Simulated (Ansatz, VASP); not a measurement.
# CO in VASP and in Ansatz

```
CELL_PARAMETERS angstrom
5.36480 0.00000 0.00000
0.00000 5.36480 0.00000
0.00000 0.00000 24.28202
ATOMIC_POSITIONS crystal
C 0.00663 0.24998 0.62760
O 0.01090 0.24989 0.67587
```

Alike in both runs: task single point; functional PBE; dispersion D3(BJ); k mesh 4 × 4 × 1; occupations gaussian, width 0.1 eV; no spin polarisation.

|  | VASP | Ansatz |
| --- | --- | --- |
| version | VASP 6.6.1 | Ansatz 0.2.0 |
| potentials or method | VASP PAW PBE potentials, release 64 (C_h, O_h), cutoff 1000 eV | scalar-relativistic, plane waves, PAW |
| valence electrons in the cell | 10 | 10 |

Ansatz gave:

| Quantity | Value |
| --- | --- |
| gap on the k mesh at the Fermi level (eV) | 6.56 |
| rms of the force components (eV/Å) | 2.142 |

Q: Which values does VASP return?

A: gap on the k mesh at the Fermi level (eV): 6.56; rms of the force components (eV/Å): 2.137.

Atom by atom the forces differ by 0.005 eV/Å (rms over components).
